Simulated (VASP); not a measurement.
# Zr (Fm-3m) in VASP: further runs

The runs below take Zr through single point, with PBE.

Everything below comes from runs of VASP 6.6.1. Logs are shortened: lines on timing, memory, paths and dates and some standing lists are left out, and cuts for length are marked.

### 1 The cell of the first run

Symmetry: Fm-3m, No. 225, cubic system. The conventional cell has a = 4.480 Å, b = 4.480 Å, c = 4.480 Å, α = 90.00°, β = 90.00°, γ = 90.00°. Within 4.2 Å of Zr (site symmetry m-3m) lie 12 Zr at 3.17 Å.

### 2 Single point, PBE (volume scaled by 0.98)

Contents of INCAR:

```
PREC = Accurate
ENCUT = 520
EDIFF = 1E-6
ISMEAR = -1
SIGMA = 0.05
LREAL = False
LASPH = True
NELM = 60
ALGO = Normal
ISIF = 2
LWAVE = False
LCHARG = True
GGA = PE
LELF = True
LVHAR = True
NBANDS = 12
```

Contents of KPOINTS:

```
Automatic mesh
0
Gamma
  13 13 13
```

Contents of POSCAR:

```
Zr
1.0
    0.0000000000      2.2398653158      2.2398653158
    2.2398653158      0.0000000000      2.2398653158
    2.2398653158      2.2398653158      0.0000000000
Zr
1
Direct
    0.0000000000      0.0000000000      0.0000000000
```

Potentials or basis: VASP PAW PBE potentials, release 64 (Zr_sv).

Launch:

```console
cat potpaw_PBE.64/Zr_sv/POTCAR > POTCAR
mpirun -np 1 vasp_std > vasp.out
```

OUTCAR:

```text
PREC = Accurate
   ENCUT = 520
   EDIFF = 1E-6
   ISMEAR = -1
   LREAL = False
   LASPH = True
   NELM = 60
   ISIF = 2
   GGA = PE

 ion  position               nearest neighbor table
   1  0.000  0.000  0.000-

  LATTYP: Found a face centered cubic cell.
 ALAT       =     4.4797306316

  Lattice vectors:

 A1 = (   0.0000000000,   2.2398653158,   2.2398653158)
 A2 = (   2.2398653158,   0.0000000000,   2.2398653158)
 A3 = (   2.2398653158,   2.2398653158,   0.0000000000)

Analysis of symmetry for initial positions (statically):
=====================================================================
 Subroutine PRICEL returns:
 Original cell was already a primitive cell.

 Routine SETGRP: Setting up the symmetry group for a
 face centered cubic supercell.

 Subroutine GETGRP returns: Found 48 space group operations
 (whereof 48 operations were pure point group operations)
 out of a pool of 48 trial point group operations.

The static configuration has the point symmetry O_h .

Analysis of symmetry for dynamics (positions and initial velocities):
=====================================================================
 Subroutine PRICEL returns:
 Original cell was already a primitive cell.

 Routine SETGRP: Setting up the symmetry group for a
 face centered cubic supercell.

 Subroutine GETGRP returns: Found 48 space group operations
 (whereof 48 operations were pure point group operations)
 out of a pool of 48 trial point group operations.

The dynamic configuration has the point symmetry O_h .

 Subroutine INISYM returns: Found 48 space group operations
 (whereof 48 operations are pure point group operations),
 and found     1 'primitive' translations

----------------------------------------------------------------------------------------

                                     Primitive cell

  volume of cell :      22.4748

  direct lattice vectors                    reciprocal lattice vectors
     0.000000000  2.239865316  2.239865316    -0.223227708  0.223227708  0.223227708
     2.239865316  0.000000000  2.239865316     0.223227708 -0.223227708  0.223227708
     2.239865316  2.239865316  0.000000000     0.223227708  0.223227708 -0.223227708

  length of vectors
     3.167647907  3.167647907  3.167647907     0.386641731  0.386641731  0.386641731

  position of ions in fractional coordinates (direct lattice)
     0.000000000  0.000000000  0.000000000

  ion indices of the primitive-cell ions
   primitive index   ion index
                 1           1

----------------------------------------------------------------------------------------

 KPOINTS: Automatic mesh

Automatic generation of k-mesh.
 Grid dimensions read from file:
 generate k-points for:   13   13   13

 Generating k-lattice:

  Cartesian coordinates                     Fractional coordinates (reciprocal lattice)
    -0.017171362  0.017171362  0.017171362     0.076923077  0.000000000  0.000000000
     0.017171362 -0.017171362  0.017171362     0.000000000  0.076923077  0.000000000
     0.017171362  0.017171362 -0.017171362     0.000000000  0.000000000  0.076923077

  Length of vectors
     0.029741672  0.029741672  0.029741672

  Shift w.r.t. Gamma in fractional coordinates (k-lattice)
     0.000000000  0.000000000  0.000000000

 Subroutine IBZKPT returns following result:
 ===========================================

 Found     84 irreducible k-points:

 Following reciprocal coordinates:
            Coordinates               Weight
  0.000000  0.000000  0.000000      1.000000
  0.076923  0.000000  0.000000      8.000000
  0.153846  0.000000  0.000000      8.000000
  0.230769  0.000000  0.000000      8.000000
  0.307692  0.000000  0.000000      8.000000
  0.384615  0.000000  0.000000      8.000000
[... 16 lines left out ...]
  0.384615  0.153846  0.000000     24.000000
  0.461538  0.153846  0.000000     24.000000
 [... further k-points ...]
   k-points           NKPTS =     84   k-points in BZ     NKDIM =     84   number of bands    NBANDS=     12
   number of dos      NEDOS =    301   number of ions     NIONS =      1
   total plane-waves  NPLWV =  13824
   dimension x,y,z NGX =    24 NGY =   24 NGZ =   24
   dimension x,y,z NGXF=    48 NGYF=   48 NGZF=   48
   ions per type =               1
   NGX,Y,Z   is equivalent  to a cutoff of  12.60, 12.60, 12.60 a.u.
   NGXF,Y,Z  is equivalent  to a cutoff of  25.19, 25.19, 25.19 a.u.
 SYSTEM =  unknown system
   PREC   = accura    normal or accurate (medium, high low for compatibility)
   ISTART =      0    job   : 0-new  1-cont  2-samecut
   ICHARG =      2    charge: 1-file 2-atom 10-const
   ISPIN  =      1    spin polarized calculation?
   LNONCOLLINEAR =      F non collinear calculations
   LSORBIT =      F    spin-orbit coupling
   LASPH  =      T    aspherical Exc in radial PAW
   ENCUT  =  520.0 eV  38.22 Ry    6.18 a.u.   5.89  5.89  5.89*2*pi/ulx,y,z
   NELM   =     60;   NELMIN=  2; NELMDL= -5     # of ELM steps
   EDIFF  = 0.1E-05   stopping-criterion for ELM
   LREAL  =      F    real-space projection
   EDIFFG = 0.1E-04   stopping-criterion for IOM
   NSW    =      0    number of steps for IOM
   IBRION =     -1    ionic relax: 0-MD 1-quasi-New 2-CG
   NFREE  =      0    steps in history (QN), initial steepest desc. (CG)
   ISIF   =      2    stress and relaxation
   ISYM   =      2    0-nonsym 1-usesym 2-fastsym
   POTIM  = 0.5000    time-step for ionic-motion
   TEBEG  =    0.0;   TEEND  =   0.0 temperature during run
   PSTRESS=    0.0 pullay stress
   NELECT =      12.0000    total number of electrons
   NUPDOWN=      -1.0000    fix difference up-down
   EMIN   =  10.00;   EMAX   =-10.00  energy-range for DOS
   EFERMI =   0.00;   METHOD = LEGACY
   ISMEAR =    -1;   SIGMA  =   0.05  broadening in eV -4-tet -1-fermi 0-gaus
   EFERMI_NEDOS =   21; number of points for ismear=-14 and -15
   IALGO  =     38    algorithm
   IMIX   =      4    mixing-type and parameters
     AMIX     =   0.40;   BMIX     =  1.00
     AMIX_MAG =   1.60;   BMIX_MAG =  1.00
  volume/ion in A,a.u.               =      22.47       151.67
  Fermi-wavevector in a.u.,A,eV,Ry     =   1.328118  2.509779 23.999283  1.763898
  Thomas-Fermi vector in A             =   2.457380
   LORBIT       =      0    0 simple, 1 ext, 2 COOP (PROOUT), +10 PAW based schemes
   GGA     = PE    functional components
   LHFCALC =     F    Hartree Fock is set to
   AEXX    =    0.0000 exact exchange contribution
   IVDW    =     0    specifies the selected vdW correction
   LEPSILON=     F    determine dielectric tensor
   LRPA    =     F    only Hartree local field effects (RPA)
 non-spin polarized calculation
  energy-cutoff  :      520.00
  volume of cell :       22.47
 maximum number of plane-waves:       620
   NGX = 11   NGY = 11   NGZ = 11

 number of electron      12.0000000 magnetization

 Free energy of the ion-electron system (eV)
  ---------------------------------------------------
  ext. energy  EPLUGINS =         0.00000000
  ---------------------------------------------------
  free energy    TOTEN  =        -8.47781381 eV

  energy without entropy =       -8.46375967  energy(sigma->0) =       -8.47078674

 E-fermi :   9.2800     XC(G=0): -11.2436

 val. band max:        9.2769417409   @ k =   0.1538   0.1538   0.0000
 cond. band min:       9.2826096887   @ k =  -0.3077   0.3077   0.0000
 fundamental gap:      0.0056679478
 Fermi energy:         9.2799671612

 k-point     1 :       0.0000    0.0000    0.0000
  band No.  band energies     occupation
      1     -39.3566      2.00000
      2     -16.8214      2.00000
      3     -16.8214      2.00000
      4     -16.8214      2.00000
      5       3.6754      2.00000
      6      10.2731      0.00000
      7      10.2731      0.00000
      8      10.2731      0.00000
      9      12.7979      0.00000
     10      12.7979      0.00000
     11      19.8501      0.00000
     12      24.1636      0.00000

 k-point     2 :       0.0769    0.0000    0.0000
  band No.  band energies     occupation
      1     -39.3474      2.00000
      2     -16.8872      2.00000
      3     -16.8294      2.00000
      4     -16.8294      2.00000
      5       3.8731      2.00000
      6      10.0917      0.00000
      7      10.3651      0.00000
      8      10.3651      0.00000
      9      12.7049      0.00000
     10      12.7049      0.00000
     11      20.2734      0.00000
     12      23.3637      0.00000

 k-point     3 :       0.1538    0.0000    0.0000
  band No.  band energies     occupation
      1     -39.3220      2.00000
      2     -17.0667      2.00000
      3     -16.8516      2.00000
      4     -16.8516      2.00000
      5       4.4225      2.00000
      6       9.6825      0.00064
      7      10.5650      0.00000
      8      10.5650      0.00000
      9      12.5580      0.00000
     10      12.5580      0.00000
     11      21.1551      0.00000
     12      22.2765      0.00000
[... 286 lines left out ...]
 k-point    23 :       0.3846    0.1538    0.0000
  band No.  band energies     occupation
      1     -39.2154      2.00000
      2     -17.6208      2.00000
      3     -17.0288      2.00000
      4     -17.0072      2.00000
      5       6.5495      2.00000
      6       8.7249      1.99997
      7       9.8072      0.00005
      8      11.0631      0.00000
      9      13.5559      0.00000
     10      14.3532      0.00000
     11      20.4639      0.00000
     12      22.6435      0.00000

 k-point    24 :       0.4615    0.1538    0.0000
  band No.  band energies     occupation
      1     -39.1901      2.00000
      2     -17.7608      2.00000
      3     -17.0808      2.00000
      4     -17.0156      2.00000
      5       6.8067      2.00000
      6       8.9363      1.99793
      7       9.8397      0.00003
      8      10.8430      0.00000
      9      14.7341      0.00000
     10      14.7409      0.00000
     11      19.3324      0.00000
     12      21.5515      0.00000

 [... further k-points ...]

------------------------ aborting loop because EDIFF is reached ----------------------------------------

  FORCE on cell =-STRESS in cart. coord.  units (eV):
  Direction    XX          YY          ZZ          XY          YZ          ZX
  --------------------------------------------------------------------------------------
  -------------------------------------------------------------------------------------
  Total        0.4369859      0.4369859      0.4369859      0.0000000      0.0000000     -0.0000000
  in kB       31.1517363     31.1517363     31.1517363      0.0000000      0.0000000     -0.0000000
  external PRESSURE =      31.1517363 kB  Pullay stress =       0.0000000 kB

 VOLUME and BASIS-vectors are now :
 -----------------------------------------------------------------------------
  energy-cutoff  :      520.00
  volume of cell :       22.47
      direct lattice vectors                 reciprocal lattice vectors
     0.000000000  2.239865316  2.239865316    -0.223227708  0.223227708  0.223227708
     2.239865316  0.000000000  2.239865316     0.223227708 -0.223227708  0.223227708
     2.239865316  2.239865316  0.000000000     0.223227708  0.223227708 -0.223227708

 POSITION                                       TOTAL-FORCE (eV/Angst)
 -----------------------------------------------------------------------------------
      0.00000      0.00000      0.00000         0.000000      0.000000      0.000000
 -----------------------------------------------------------------------------------
    total drift:                                0.000000      0.000000     -0.000000

  FREE ENERGIE OF THE ION-ELECTRON SYSTEM (eV)
  ---------------------------------------------------
  free  energy   TOTEN  =        -8.4778138077 eV

  energy  without entropy=       -8.4637596680  energy(sigma->0) =       -8.47078674
```

Run time: 14 s. Hardware: 1 thread of Intel Xeon Platinum 8259CL at 2.50GHz (Skylake/Cascade Lake), shared host; peak memory 0.15 GiB.

Results:

```yaml
Free_energy: -8.4778 eV
Pressure: 3.1 GPa
Band_gap_on_the_k_mesh: zero (band 6 reaches 10.27 eV, above the bottom of band 7 at 8.70 eV)
```

(Continued in part 2 of 2.)
